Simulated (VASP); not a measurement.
# BeSH6 in VASP: further runs

Runs on BeSH6. Level: PBE. Tasks: single point, relaxation of the atoms.

All numbers are computed with VASP 6.6.1; they aren't measurements. Logs are shortened: lines on timing, memory, paths and dates and some standing lists are left out, and cuts for length are marked.

## Step 1: The cell of the first run

The cell holds a cluster in a box, 8 atoms: a = 10.800 Å, b = 11.100 Å, c = 11.400 Å, α = 90.00°, β = 90.00°, γ = 90.00°.

## Step 2: Single point, PBE

File INCAR:

```
SYSTEM = BeH6S
ALGO     = Normal         ! electronic algorithm
EDIFF    = 1E-6           ! SCF threshold, eV
ENCUT    = 520            ! plane-wave cutoff, eV
GGA      = PE             ! functional
ISIF     = 2              ! what is computed and relaxed
ISMEAR   = 0              ! smearing method
LASPH    = .True.         ! aspherical terms in the spheres
LCHARG   = .False.        ! write CHGCAR
LREAL    = .False.        ! projectors in reciprocal space
LWAVE    = .False.        ! write WAVECAR
NBANDS   = 17             ! bands
NELM     = 100            ! most SCF steps
PREC     = Accurate       ! precision mode
SIGMA    = 0.05           ! smearing width, eV
```

File KPOINTS:

```
k-points
0
Gamma
  1 1 1
  0 0 0
```

File POSCAR:

```
BeH6S
1.0
   10.8000000000      0.0000000000      0.0000000000
    0.0000000000     11.1000000000      0.0000000000
    0.0000000000      0.0000000000     11.4000000000
Be S H
1 1 6
Direct
    0.4265904324      0.5714050939      0.4304884318
    0.5357829993      0.4651329317      0.5339977612
    0.5400286106      0.6154103464      0.3876052737
    0.3811812218      0.6156365007      0.5378026326
    0.3812870523      0.4611166462      0.3874854981
    0.4927468392      0.3819765316      0.6148940143
    0.6212346804      0.5071711583      0.6148060755
    0.6211481639      0.3821507912      0.4929203129
```

Potentials or basis: VASP PAW PBE potentials, release 64 (Be, S, H).

On the command line:

```sh
> cat potpaw_PBE.64/Be/POTCAR potpaw_PBE.64/S/POTCAR potpaw_PBE.64/H/POTCAR > POTCAR
> mpirun -np 1 vasp_gam > vasp.out
```

OUTCAR:

```text
SYSTEM = BeH6S
   EDIFF = 1E-6
   ENCUT = 520
   GGA = PE
   ISIF = 2
   ISMEAR = 0
   LASPH = .True.
   LREAL = .False.
   NELM = 100
   PREC = Accurate

 ion  position               nearest neighbor table
   1  0.427  0.571  0.430-   4 1.41   5 1.41   3 1.41   2 2.04
   2  0.536  0.465  0.534-   8 1.38   7 1.38   6 1.39   1 2.04
   3  0.540  0.615  0.388-   1 1.41
   4  0.381  0.616  0.538-   1 1.41
   5  0.381  0.461  0.387-   1 1.41
   6  0.493  0.382  0.615-   2 1.39
   7  0.621  0.507  0.615-   2 1.38
   8  0.621  0.382  0.493-   2 1.38

  LATTYP: Found a simple orthorhombic cell.
 ALAT       =    10.8000000000
 B/A-ratio  =     1.0277777778
 C/A-ratio  =     1.0555555556

  Lattice vectors:

 A1 = (  10.8000000000,   0.0000000000,   0.0000000000)
 A2 = (   0.0000000000,  11.1000000000,   0.0000000000)
 A3 = (   0.0000000000,   0.0000000000,  11.4000000000)

Analysis of symmetry for initial positions (statically):
=====================================================================
 Subroutine PRICEL returns:
 Original cell was already a primitive cell.

 Routine SETGRP: Setting up the symmetry group for a
 simple orthorhombic supercell.

 Subroutine GETGRP returns: Found  1 space group operations
 (whereof  1 operations were pure point group operations)
 out of a pool of  8 trial point group operations.

The static configuration has the point symmetry C_1 .

Analysis of symmetry for dynamics (positions and initial velocities):
=====================================================================
 Subroutine PRICEL returns:
 Original cell was already a primitive cell.

 Routine SETGRP: Setting up the symmetry group for a
 simple orthorhombic supercell.

 Subroutine GETGRP returns: Found  1 space group operations
 (whereof  1 operations were pure point group operations)
 out of a pool of  8 trial point group operations.

The dynamic configuration has the point symmetry C_1 .

 Subroutine INISYM returns: Found  1 space group operations
 (whereof  1 operations are pure point group operations),
 and found     1 'primitive' translations

----------------------------------------------------------------------------------------

                                     Primitive cell

  volume of cell :    1366.6320

  direct lattice vectors                    reciprocal lattice vectors
    10.800000000  0.000000000  0.000000000     0.092592593  0.000000000  0.000000000
     0.000000000 11.100000000  0.000000000     0.000000000  0.090090090  0.000000000
     0.000000000  0.000000000 11.400000000     0.000000000  0.000000000  0.087719298

  length of vectors
    10.800000000 11.100000000 11.400000000     0.092592593  0.090090090  0.087719298

  position of ions in fractional coordinates (direct lattice)
     0.426590432  0.571405094  0.430488432
     0.535782999  0.465132932  0.533997761
     0.540028611  0.615410346  0.387605274
     0.381181222  0.615636501  0.537802633
     0.381287052  0.461116646  0.387485498
     0.492746839  0.381976532  0.614894014
     0.621234680  0.507171158  0.614806075
     0.621148164  0.382150791  0.492920313

  ion indices of the primitive-cell ions
   primitive index   ion index
                 1           1
                 2           2
                 3           3
                 4           4
                 5           5
                 6           6
                 7           7
                 8           8

----------------------------------------------------------------------------------------

 KPOINTS: k-points

Automatic generation of k-mesh.
 Grid dimensions read from file:
 generate k-points for:    1    1    1

 Generating k-lattice:

  Cartesian coordinates                     Fractional coordinates (reciprocal lattice)
     0.092592593  0.000000000  0.000000000     1.000000000  0.000000000  0.000000000
     0.000000000  0.090090090  0.000000000     0.000000000  1.000000000  0.000000000
     0.000000000  0.000000000  0.087719298     0.000000000  0.000000000  1.000000000

  Length of vectors
     0.092592593  0.090090090  0.087719298

  Shift w.r.t. Gamma in fractional coordinates (k-lattice)
     0.000000000  0.000000000  0.000000000

 Subroutine IBZKPT returns following result:
 ===========================================

 Found      1 irreducible k-points:

 Following reciprocal coordinates:
            Coordinates               Weight
  0.000000  0.000000  0.000000      1.000000
   k-points           NKPTS =      1   k-points in BZ     NKDIM =      1   number of bands    NBANDS=     17
   number of dos      NEDOS =    301   number of ions     NIONS =      8
   total plane-waves  NPLWV = 604800
   dimension x,y,z NGX =    80 NGY =   84 NGZ =   90
   dimension x,y,z NGXF=   160 NGYF=  168 NGZF=  180
   ions per type =               1   1   6
   NGX,Y,Z   is equivalent  to a cutoff of  12.31, 12.58, 13.12 a.u.
   NGXF,Y,Z  is equivalent  to a cutoff of  24.63, 25.16, 26.25 a.u.
 SYSTEM =  BeH6S
   PREC   = accura    normal or accurate (medium, high low for compatibility)
   ISTART =      0    job   : 0-new  1-cont  2-samecut
   ICHARG =      2    charge: 1-file 2-atom 10-const
   ISPIN  =      1    spin polarized calculation?
   LNONCOLLINEAR =      F non collinear calculations
   LSORBIT =      F    spin-orbit coupling
   LASPH  =      T    aspherical Exc in radial PAW
   ENCUT  =  520.0 eV  38.22 Ry    6.18 a.u.  20.08 20.64 21.20*2*pi/ulx,y,z
   NELM   =    100;   NELMIN=  2; NELMDL= -5     # of ELM steps
   EDIFF  = 0.1E-05   stopping-criterion for ELM
   LREAL  =      F    real-space projection
   EDIFFG = 0.1E-04   stopping-criterion for IOM
   NSW    =      0    number of steps for IOM
   IBRION =     -1    ionic relax: 0-MD 1-quasi-New 2-CG
   NFREE  =      0    steps in history (QN), initial steepest desc. (CG)
   ISIF   =      2    stress and relaxation
   ISYM   =      2    0-nonsym 1-usesym 2-fastsym
   POTIM  = 0.5000    time-step for ionic-motion
   TEBEG  =    0.0;   TEEND  =   0.0 temperature during run
   PSTRESS=    0.0 pullay stress
   NELECT =      14.0000    total number of electrons
   NUPDOWN=      -1.0000    fix difference up-down
   EMIN   =  10.00;   EMAX   =-10.00  energy-range for DOS
   EFERMI =   0.00;   METHOD = LEGACY
   ISMEAR =     0;   SIGMA  =   0.05  broadening in eV -4-tet -1-fermi 0-gaus
   EFERMI_NEDOS =   21; number of points for ismear=-14 and -15
   IALGO  =     38    algorithm
   IMIX   =      4    mixing-type and parameters
     AMIX     =   0.40;   BMIX     =  1.00
     AMIX_MAG =   1.60;   BMIX_MAG =  1.00
  volume/ion in A,a.u.               =     170.83      1152.81
  Fermi-wavevector in a.u.,A,eV,Ry     =   0.355550  0.671892  1.719988  0.126416
  Thomas-Fermi vector in A             =   1.271464
   LORBIT       =      0    0 simple, 1 ext, 2 COOP (PROOUT), +10 PAW based schemes
   GGA     = PE    functional components
   LHFCALC =     F    Hartree Fock is set to
   AEXX    =    0.0000 exact exchange contribution
   IVDW    =     0    specifies the selected vdW correction
   LEPSILON=     F    determine dielectric tensor
   LRPA    =     F    only Hartree local field effects (RPA)
 non-spin polarized calculation
 Gauss-broadening in eV      SIGMA  =   0.05
  energy-cutoff  :      520.00
  volume of cell :     1366.63
 maximum number of plane-waves:     18406
   NGX = 41   NGY = 41   NGZ = 43

 number of electron      14.0000000 magnetization

 Free energy of the ion-electron system (eV)
  ---------------------------------------------------
  ext. energy  EPLUGINS =         0.00000000
  ---------------------------------------------------
  free energy    TOTEN  =       -24.72477368 eV

  energy without entropy =      -24.72477368  energy(sigma->0) =      -24.72477368

 E-fermi :  -5.6816     XC(G=0):  -1.0113

 val. band max:       -5.9345924545   @ k =   0.0000   0.0000   0.0000
 cond. band min:      -1.6722009882   @ k =   0.0000   0.0000   0.0000
 fundamental gap:      4.2623914662
 Fermi energy:        -5.6816122265

 k-point     1 :       0.0000    0.0000    0.0000
  band No.  band energies     occupation
      1     -21.3749      2.00000
      2     -12.5511      2.00000
      3     -12.5504      2.00000
      4     -12.0612      2.00000
      5      -6.3211      2.00000
      6      -5.9349      2.00000
      7      -5.9346      2.00000
      8      -1.6722      0.00000
      9      -1.6630      0.00000
     10      -1.6612      0.00000
     11      -0.0310      0.00000
     12       0.3614      0.00000
     13       0.3759      0.00000
     14       0.3951      0.00000
     15       0.9610      0.00000
     16       1.0015      0.00000
     17       1.2122      0.00000

------------------------ aborting loop because EDIFF is reached ----------------------------------------

  FORCE on cell =-STRESS in cart. coord.  units (eV):
  Direction    XX          YY          ZZ          XY          YZ          ZX
  --------------------------------------------------------------------------------------
  -------------------------------------------------------------------------------------
  Total       -0.1392779     -0.1421287     -0.1482417     -0.0677449     -0.0604775      0.0641411
  in kB       -0.1632830     -0.1666253     -0.1737918     -0.0794210     -0.0709010      0.0751961
  external PRESSURE =      -0.1679000 kB  Pullay stress =       0.0000000 kB

 VOLUME and BASIS-vectors are now :
 -----------------------------------------------------------------------------
  energy-cutoff  :      520.00
  volume of cell :     1366.63
      direct lattice vectors                 reciprocal lattice vectors
    10.800000000  0.000000000  0.000000000     0.092592593  0.000000000  0.000000000
     0.000000000 11.100000000  0.000000000     0.000000000  0.090090090  0.000000000
     0.000000000  0.000000000 11.400000000     0.000000000  0.000000000  0.087719298

 POSITION                                       TOTAL-FORCE (eV/Angst)
 -----------------------------------------------------------------------------------
      4.60718      6.34260      4.90757        -0.020154      0.018404     -0.017004
      5.78646      5.16298      6.08757         0.099115     -0.094668      0.089865
      5.83231      6.83105      4.41870         0.004373      0.012917     -0.012085
      4.11676      6.83357      6.13095        -0.016399      0.015357      0.003399
      4.11790      5.11839      4.41733        -0.015103     -0.003725     -0.013235
      5.32167      4.23994      7.00979         0.034813      0.042603     -0.042241
      6.70933      5.62960      7.00879        -0.043134     -0.034405     -0.042800
      6.70840      4.24187      5.61929        -0.043511      0.043517      0.034101
 -----------------------------------------------------------------------------------
    total drift:                               -0.000068      0.000338      0.000556

  FREE ENERGIE OF THE ION-ELECTRON SYSTEM (eV)
  ---------------------------------------------------
  free  energy   TOTEN  =       -24.7247736830 eV

  energy  without entropy=      -24.7247736830  energy(sigma->0) =      -24.72477368
```

Run time: 72 s. Hardware: 1 thread of Intel Xeon 6975P-C (Granite Rapids), shared host; peak memory 1.1 GiB.

What came out:

```
Free energy                     : -24.7248 eV
Largest force                   : 0.164 eV/Å
Gap between the frontier levels : 4.26 eV
```

Forces in eV/Å, atoms in the order of the input:
```
Be  -0.020  0.018 -0.017
S    0.099 -0.095  0.090
H    0.004  0.013 -0.012
H   -0.016  0.015  0.003
H   -0.015 -0.004 -0.013
H    0.035  0.043 -0.042
H   -0.043 -0.034 -0.043
H   -0.044  0.044  0.034
```

Levels at points of the mesh, in eV from the valence-band top:
```
           k point  band 3  band 4  band 5  band 6  band 7  band 8  band 9  band 10  band 11  band 12
(0.00, 0.00, 0.00)   -6.62   -6.13   -0.39    0.00    0.00    4.26    4.27     4.27     5.90     6.30
```

## Step 3: Relaxation of the atoms, PBE

File INCAR:

```
SYSTEM = BeH6S
PREC = Accurate
ENCUT = 520
EDIFF = 1E-6
ISMEAR = 0
SIGMA = 0.05
LREAL = .False.
LASPH = .True.
NELM = 60
ALGO = Normal
ISIF = 2
LWAVE = .False.
LCHARG = .False.
GGA = PE
IBRION = 2
NSW = 60
EDIFFG = -0.03
```

File KPOINTS:

```
regular mesh
0
Gamma
  1 1 1
  0 0 0
```

File POSCAR:

```
BeH6S
1.0
   10.8000000000      0.0000000000      0.0000000000
    0.0000000000     11.1000000000      0.0000000000
    0.0000000000      0.0000000000     11.4000000000
Be S H
1 1 6
Direct
    0.4435666916      0.5549080839      0.4465368657
    0.5564333084      0.4450919161      0.5534631343
    0.5157354752      0.6251263599      0.3781664391
    0.3713979079      0.6251263599      0.5149072923
    0.3713979079      0.4846898079      0.3781664391
    0.4842645248      0.3748736401      0.6218335609
    0.6286020921      0.5153101921      0.6218335609
    0.6286020921      0.3748736401      0.4850927077
```

Potentials or basis: VASP PAW PBE potentials, release 64 (Be, S, H).

On the command line:

```sh
> cat potpaw_PBE.64/Be/POTCAR potpaw_PBE.64/S/POTCAR potpaw_PBE.64/H/POTCAR > POTCAR
> mpirun -np 1 vasp_gam > vasp.out
```

Wall time 14 min (1 thread of Intel Xeon 6975P-C (Granite Rapids), shared host); peak memory 1.2 GiB.

It converged, with:

| Quantity | Value |
| --- | --- |
| Free energy | -24.7253 eV |
| Energy gained by relaxing | 198.6 meV/atom |
| Ionic steps | 22 |
| Largest force after relaxing | 0.021 eV/Å |
| Gap between the frontier levels | 4.19 eV |

Forces on the atoms (eV/Å):
```
Be   0.015  0.000 -0.012
S   -0.001 -0.002  0.004
H    0.002 -0.011  0.012
H    0.002 -0.002  0.021
H    0.006 -0.012  0.007
H   -0.015  0.006 -0.006
H   -0.004  0.018 -0.005
H   -0.004  0.005 -0.020
```

The path:
| step | energy change (eV) | largest force (eV/Å) | pressure (GPa) |
| --- | --- | --- | --- |
| 1 | 0.0000 | 4.4323 | 0.06 |
| 2 | -0.7143 | 1.5795 | -0.22 |
| 3 | -0.7146 | 1.5527 | -0.21 |
| 4 | -1.1464 | 1.2741 | -0.17 |
| 5 | -1.4263 | 1.4913 | -0.13 |
| 6 | -1.3966 | 2.8214 | 0.13 |
| 7 | -1.4886 | 0.4294 | -0.02 |
| 8 | -1.5368 | 0.1996 | -0.06 |
| 9 | -1.5470 | 0.2077 | -0.08 |
| 10 | -1.5570 | 0.3209 | -0.06 |
| 11 | -1.5613 | 0.7329 | -0.02 |
| 12 | -1.5647 | 0.6719 | -0.02 |
| 13 | -1.5727 | 0.4848 | -0.02 |
| 14 | -1.5789 | 0.3377 | -0.03 |
| 15 | -1.5809 | 0.2975 | -0.03 |
| 16 | -1.5850 | 0.1770 | -0.03 |
| 17 | -1.5842 | 0.4736 | -0.03 |
| 18 | -1.5861 | 0.2738 | -0.03 |
| 19 | -1.5878 | 0.1117 | -0.02 |
| 20 | -1.5882 | 0.0479 | -0.01 |
| 21 | -1.5885 | 0.0391 | -0.01 |
| 22 | -1.5889 | 0.0209 | -0.02 |

Final structure:
```
Be S H
1.0
    10.80000    0.00000    0.00000
     0.00000   11.10000    0.00000
     0.00000    0.00000   11.40000
Be S H
1 1 6
Direct
  0.42605 0.57184 0.43016
  0.53647 0.46455 0.53450
  0.53918 0.61639 0.38672
  0.38032 0.61639 0.53715
  0.38031 0.46186 0.38672
  0.49408 0.38148 0.61534
  0.62183 0.50589 0.61528
  0.62177 0.38160 0.49414
```

Levels at points of the mesh, in eV from the valence-band top:
| k point | band 4 | band 5 | band 6 | band 7 | band 8 | band 9 | band 10 | band 11 |
| --- | --- | --- | --- | --- | --- | --- | --- | --- |
| (0.00, 0.00, 0.00) | -6.16 | -0.47 | 0.00 | 0.00 | 4.19 | 4.19 | 4.21 | 5.86 |

[end of part 1 of 2]
